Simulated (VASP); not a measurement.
# GaAs (F-43m) in VASP: single point with LDA

Aim: the single point of GaAs with LDA.

Everything below comes from runs of VASP 6.6.1. Logs are shortened: lines on timing, memory, paths and dates and some standing lists are left out, and cuts for length are marked.

## (1) The cell of the first run

Symmetry: F-43m, No. 216, cubic system. The conventional cell has a = 5.765 Å, b = 5.765 Å, c = 5.765 Å, α = 90.00°, β = 90.00°, γ = 90.00°. Within 3.3 Å of Ga (site symmetry -43m) lie 4 As at 2.50 Å. As (site symmetry -43m) has 4 Ga at 2.50 Å within 3.3 Å.

## (2) Single point, LDA (volume scaled by 1.06)

INCAR reads:

```
  PREC = Accurate
  ENCUT = 520
  EDIFF = 1E-6
  ISMEAR = -1
  SIGMA = 0.08
  LREAL = F
  LASPH = T
  NELM = 100
  ALGO = Normal
  ISIF = 2
  LWAVE = F
  LCHARG = T
  LELF = T
  LVHAR = T
  NBANDS = 16
```

KPOINTS reads:

```
regular mesh
0
Gamma
  10 10 10
```

POSCAR reads:

```
GaAs
1.0
    0.0000000000      2.8822925071      2.8822925071
    2.8822925071      0.0000000000      2.8822925071
    2.8822925071      2.8822925071      0.0000000000
Ga As
1 1
Direct
    0.0000000000      0.0000000000      0.0000000000
    0.7500000000      0.7500000000      0.7500000000
```

Potentials or basis: VASP PAW LDA potentials, release 64 (Ga_d, As).

On the command line:

```console
$ cat potpaw_LDA.64/Ga_d/POTCAR potpaw_LDA.64/As/POTCAR > POTCAR
$ mpirun -np 1 vasp_std > vasp.out
```

OUTCAR:

```text
PREC = Accurate
   ENCUT = 520
   EDIFF = 1E-6
   ISMEAR = -1
   LREAL = F
   LASPH = T
   NELM = 100
   ISIF = 2

 ion  position               nearest neighbor table
   1  0.000  0.000  0.000-   2 2.50   2 2.50   2 2.50   2 2.50
   2  0.750  0.750  0.750-   1 2.50   1 2.50   1 2.50   1 2.50

  LATTYP: Found a face centered cubic cell.
 ALAT       =     5.7645850142

  Lattice vectors:

 A1 = (   0.0000000000,   2.8822925071,   2.8822925071)
 A2 = (   2.8822925071,   0.0000000000,   2.8822925071)
 A3 = (   2.8822925071,   2.8822925071,   0.0000000000)

Analysis of symmetry for initial positions (statically):
=====================================================================
 Subroutine PRICEL returns:
 Original cell was already a primitive cell.

 Routine SETGRP: Setting up the symmetry group for a
 face centered cubic supercell.

 Subroutine GETGRP returns: Found 24 space group operations
 (whereof 24 operations were pure point group operations)
 out of a pool of 48 trial point group operations.

The static configuration has the point symmetry T_d .

Analysis of symmetry for dynamics (positions and initial velocities):
=====================================================================
 Subroutine PRICEL returns:
 Original cell was already a primitive cell.

 Routine SETGRP: Setting up the symmetry group for a
 face centered cubic supercell.

 Subroutine GETGRP returns: Found 24 space group operations
 (whereof 24 operations were pure point group operations)
 out of a pool of 48 trial point group operations.

The dynamic configuration has the point symmetry T_d .

 Subroutine INISYM returns: Found 24 space group operations
 (whereof 24 operations are pure point group operations),
 and found     1 'primitive' translations

----------------------------------------------------------------------------------------

                                     Primitive cell

  volume of cell :      47.8899

  direct lattice vectors                    reciprocal lattice vectors
     0.000000000  2.882292507  2.882292507    -0.173473025  0.173473025  0.173473025
     2.882292507  0.000000000  2.882292507     0.173473025 -0.173473025  0.173473025
     2.882292507  2.882292507  0.000000000     0.173473025  0.173473025 -0.173473025

  length of vectors
     4.076177154  4.076177154  4.076177154     0.300464093  0.300464093  0.300464093

  position of ions in fractional coordinates (direct lattice)
     0.000000000  0.000000000  0.000000000
     0.750000000  0.750000000  0.750000000

  ion indices of the primitive-cell ions
   primitive index   ion index
                 1           1
                 2           2

----------------------------------------------------------------------------------------

 KPOINTS: regular mesh

Automatic generation of k-mesh.
 Grid dimensions read from file:
 generate k-points for:   10   10   10

 Generating k-lattice:

  Cartesian coordinates                     Fractional coordinates (reciprocal lattice)
    -0.017347302  0.017347302  0.017347302     0.100000000  0.000000000  0.000000000
     0.017347302 -0.017347302  0.017347302     0.000000000  0.100000000  0.000000000
     0.017347302  0.017347302 -0.017347302     0.000000000  0.000000000  0.100000000

  Length of vectors
     0.030046409  0.030046409  0.030046409

  Shift w.r.t. Gamma in fractional coordinates (k-lattice)
     0.000000000  0.000000000  0.000000000

 Subroutine IBZKPT returns following result:
 ===========================================

 Found     47 irreducible k-points:

 Following reciprocal coordinates:
            Coordinates               Weight
  0.000000  0.000000  0.000000      1.000000
  0.100000  0.000000  0.000000      8.000000
  0.200000  0.000000  0.000000      8.000000
  0.300000  0.000000  0.000000      8.000000
  0.400000  0.000000  0.000000      8.000000
  0.500000  0.000000  0.000000      4.000000
[... 16 lines left out ...]
  0.300000  0.300000  0.000000      6.000000
  0.400000  0.300000  0.000000     24.000000
 [... further k-points ...]
   k-points           NKPTS =     47   k-points in BZ     NKDIM =     47   number of bands    NBANDS=     16
   number of dos      NEDOS =    301   number of ions     NIONS =      2
   total plane-waves  NPLWV =  27000
   dimension x,y,z NGX =    30 NGY =   30 NGZ =   30
   dimension x,y,z NGXF=    60 NGYF=   60 NGZF=   60
   ions per type =               1   1
   NGX,Y,Z   is equivalent  to a cutoff of  12.24, 12.24, 12.24 a.u.
   NGXF,Y,Z  is equivalent  to a cutoff of  24.47, 24.47, 24.47 a.u.
 SYSTEM =  unknown system
   PREC   = accura    normal or accurate (medium, high low for compatibility)
   ISTART =      0    job   : 0-new  1-cont  2-samecut
   ICHARG =      2    charge: 1-file 2-atom 10-const
   ISPIN  =      1    spin polarized calculation?
   LNONCOLLINEAR =      F non collinear calculations
   LSORBIT =      F    spin-orbit coupling
   LASPH  =      T    aspherical Exc in radial PAW
   ENCUT  =  520.0 eV  38.22 Ry    6.18 a.u.   7.58  7.58  7.58*2*pi/ulx,y,z
   NELM   =    100;   NELMIN=  2; NELMDL= -5     # of ELM steps
   EDIFF  = 0.1E-05   stopping-criterion for ELM
   LREAL  =      F    real-space projection
   EDIFFG = 0.1E-04   stopping-criterion for IOM
   NSW    =      0    number of steps for IOM
   IBRION =     -1    ionic relax: 0-MD 1-quasi-New 2-CG
   NFREE  =      0    steps in history (QN), initial steepest desc. (CG)
   ISIF   =      2    stress and relaxation
   ISYM   =      2    0-nonsym 1-usesym 2-fastsym
   POTIM  = 0.5000    time-step for ionic-motion
   TEBEG  =    0.0;   TEEND  =   0.0 temperature during run
   PSTRESS=    0.0 pullay stress
   NELECT =      18.0000    total number of electrons
   NUPDOWN=      -1.0000    fix difference up-down
   EMIN   =  10.00;   EMAX   =-10.00  energy-range for DOS
   EFERMI =   0.00;   METHOD = LEGACY
   ISMEAR =    -1;   SIGMA  =   0.08  broadening in eV -4-tet -1-fermi 0-gaus
   EFERMI_NEDOS =   21; number of points for ismear=-14 and -15
   IALGO  =     38    algorithm
   IMIX   =      4    mixing-type and parameters
     AMIX     =   0.40;   BMIX     =  1.00
     AMIX_MAG =   1.60;   BMIX_MAG =  1.00
  volume/ion in A,a.u.               =      23.94       161.59
  Fermi-wavevector in a.u.,A,eV,Ry     =   1.181456  2.232628 18.991538  1.395839
  Thomas-Fermi vector in A             =   2.317729
   LORBIT       =      0    0 simple, 1 ext, 2 COOP (PROOUT), +10 PAW based schemes
   GGA     = CA    functional components
   LHFCALC =     F    Hartree Fock is set to
   AEXX    =    0.0000 exact exchange contribution
   IVDW    =     0    specifies the selected vdW correction
   LEPSILON=     F    determine dielectric tensor
   LRPA    =     F    only Hartree local field effects (RPA)
 non-spin polarized calculation
  energy-cutoff  :      520.00
  volume of cell :       47.89
 maximum number of plane-waves:      1308
   NGX = 15   NGY = 15   NGZ = 15

 number of electron      17.9999993 magnetization

 Free energy of the ion-electron system (eV)
  ---------------------------------------------------
  ext. energy  EPLUGINS =         0.00000000
  ---------------------------------------------------
  free energy    TOTEN  =        -9.57944413 eV

  energy without entropy =       -9.57874051  energy(sigma->0) =       -9.57909232

 E-fermi :   3.4198     XC(G=0):  -9.6583

 val. band max:        3.2616121591   @ k =   0.0000   0.0000   0.0000
 cond. band min:       3.9680633847   @ k =   0.5000   0.0000   0.0000
 fundamental gap:      0.7064512256
 Fermi energy:         3.4197843004

 k-point     1 :       0.0000    0.0000    0.0000
  band No.  band energies     occupation
      1     -11.5687      2.00000
      2     -11.5687      2.00000
      3     -11.5687      2.00000
      4     -11.5036      2.00000
      5     -11.5036      2.00000
      6      -9.1014      2.00000
[... 8 lines left out ...]
     15      13.2825      0.00000
     16      13.2825      0.00000

 k-point     2 :       0.1000    0.0000    0.0000
  band No.  band energies     occupation
      1     -11.5750      2.00000
      2     -11.5668      2.00000
      3     -11.5668      2.00000
      4     -11.5037      2.00000
      5     -11.5037      2.00000
      6      -8.9940      2.00000
[... 8 lines left out ...]
     15      12.6107      0.00000
     16      12.6107      0.00000

 k-point     3 :       0.2000    0.0000    0.0000
  band No.  band energies     occupation
      1     -11.5909      2.00000
      2     -11.5622      2.00000
      3     -11.5622      2.00000
      4     -11.5036      2.00000
      5     -11.5036      2.00000
      6      -8.6856      2.00000
[... 8 lines left out ...]
     15      12.1240      0.00000
     16      12.1240      0.00000

 k-point     4 :       0.3000    0.0000    0.0000
  band No.  band energies     occupation
      1     -11.6093      2.00000
      2     -11.5572      2.00000
      3     -11.5572      2.00000
      4     -11.5027      2.00000
      5     -11.5027      2.00000
      6      -8.2260      2.00000
[... 8 lines left out ...]
     15      12.4536      0.00000
     16      12.4536      0.00000
[... 324 lines left out ...]
 k-point    22 :      -0.2000    0.2000    0.0000
  band No.  band energies     occupation
      1     -11.6149      2.00000
      2     -11.5545      2.00000
      3     -11.5531      2.00000
      4     -11.5059      2.00000
      5     -11.5018      2.00000
      6      -8.0666      2.00000
[... 8 lines left out ...]
     15      13.4250      0.00000
     16      14.1257      0.00000

 k-point    23 :       0.3000    0.3000    0.0000
  band No.  band energies     occupation
      1     -11.6301      2.00000
      2     -11.5433      2.00000
      3     -11.5433      2.00000
      4     -11.5157      2.00000
      5     -11.4967      2.00000
      6      -7.9166      2.00000
[... 8 lines left out ...]
     15      14.6788      0.00000
     16      15.1191      0.00000

 k-point    24 :       0.4000    0.3000    0.0000
  band No.  band energies     occupation
      1     -11.6400      2.00000
      2     -11.5396      2.00000
      3     -11.5385      2.00000
      4     -11.5172      2.00000
      5     -11.4957      2.00000
      6      -7.5212      2.00000
[... 8 lines left out ...]
     15      15.3143      0.00000
     16      15.5027      0.00000

 [... further k-points ...]

------------------------ aborting loop because EDIFF is reached ----------------------------------------

  FORCE on cell =-STRESS in cart. coord.  units (eV):
  Direction    XX          YY          ZZ          XY          YZ          ZX
  --------------------------------------------------------------------------------------
  -------------------------------------------------------------------------------------
  Total       -1.4752961     -1.4752961     -1.4752961      0.0000000     -0.0000000     -0.0000000
  in kB      -49.3566425    -49.3566425    -49.3566425      0.0000000     -0.0000000     -0.0000000
  external PRESSURE =     -49.3566425 kB  Pullay stress =       0.0000000 kB

 VOLUME and BASIS-vectors are now :
 -----------------------------------------------------------------------------
  energy-cutoff  :      520.00
  volume of cell :       47.89
      direct lattice vectors                 reciprocal lattice vectors
     0.000000000  2.882292507  2.882292507    -0.173473025  0.173473025  0.173473025
     2.882292507  0.000000000  2.882292507     0.173473025 -0.173473025  0.173473025
     2.882292507  2.882292507  0.000000000     0.173473025  0.173473025 -0.173473025

 POSITION                                       TOTAL-FORCE (eV/Angst)
 -----------------------------------------------------------------------------------
      0.00000      0.00000      0.00000         0.000000      0.000000      0.000000
      4.32344      4.32344      4.32344        -0.000000     -0.000000     -0.000000
 -----------------------------------------------------------------------------------
    total drift:                               -0.000000     -0.000000     -0.000000

  FREE ENERGIE OF THE ION-ELECTRON SYSTEM (eV)
  ---------------------------------------------------
  free  energy   TOTEN  =        -9.5794441330 eV

  energy  without entropy=       -9.5787405109  energy(sigma->0) =       -9.57909232
```

It used 40 s of CPU time on 1 thread of AMD EPYC 7R13 Processor (Zen 3), with other jobs on the host.

Results:

| Quantity | Value |
| --- | --- |
| Free energy | -9.5794 eV |
| Pressure | -4.9 GPa |
| Band gap on the k mesh | zero (filled and empty bands touch) |
